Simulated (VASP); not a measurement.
Input of a VASP 6.6.1 run:

Contents of POSCAR:

```
TiO
1.0
    3.2650443740      0.0000000000      0.0000000000
   -1.6325221869      2.8276113723      0.0000000000
    0.0000000000      0.0000000000      2.7901652784
Ti O
1 1
Direct
    0.6666666667      0.3333333333      0.0000000000
    0.0000000000      0.0000000000      0.5000000000
```

INCAR.step1

```
SYSTEM = TiO
PREC = Accurate
ENCUT = 520
ISMEAR = 0
SIGMA = 0.03
LREAL = .False.
LASPH = .True.
NELM = 80
NBANDS = 16
GGA = PE
ALGO = Normal
EDIFF = 1E-4
LWAVE = .True.
LCHARG = .False.
```

Contents of INCAR.step2:

```
SYSTEM = TiO
PREC = Accurate
ENCUT = 520
EDIFF = 1E-6
ISMEAR = 0
SIGMA = 0.03
LREAL = .False.
LASPH = .True.
NELM = 80
ALGO = Normal
ISIF = 2
LWAVE = .False.
LCHARG = .False.
METAGGA = R2SCAN
LMIXTAU = .True.
NBANDS = 16
ISTART = 1
```

Contents of KPOINTS:

```
regular mesh
0
Gamma
  12 12 12
  0 0 0
```

Potentials or basis: VASP PAW PBE potentials, release 64 (Ti_sv, O).

Command:

```console
$ cat potpaw_PBE.64/Ti_sv/POTCAR potpaw_PBE.64/O/POTCAR > POTCAR
$ cp INCAR.step1 INCAR
$ mpirun -np 1 vasp_std > vasp.out
$ cp INCAR.step2 INCAR
$ mpirun -np 1 vasp_std > vasp.out
```

Q: Predict the pressure.

A: -35.2 GPa.

Q: Estimate the band gap on the k mesh.

A: Zero (bands 9 and 10 overlap by 0.67 eV).

Stress tensor (GPa, compression positive):
```
-46.18   0.00   0.00
  0.00 -46.18   0.00
  0.00   0.00 -13.17
```

Caveat: the cell stands under tension; the PAW data sets were made with another functional, which shifts forces and pressure a little; semilocal functionals often make such compounds metallic where correlation or magnetic order opens a gap, which also shifts bond lengths.
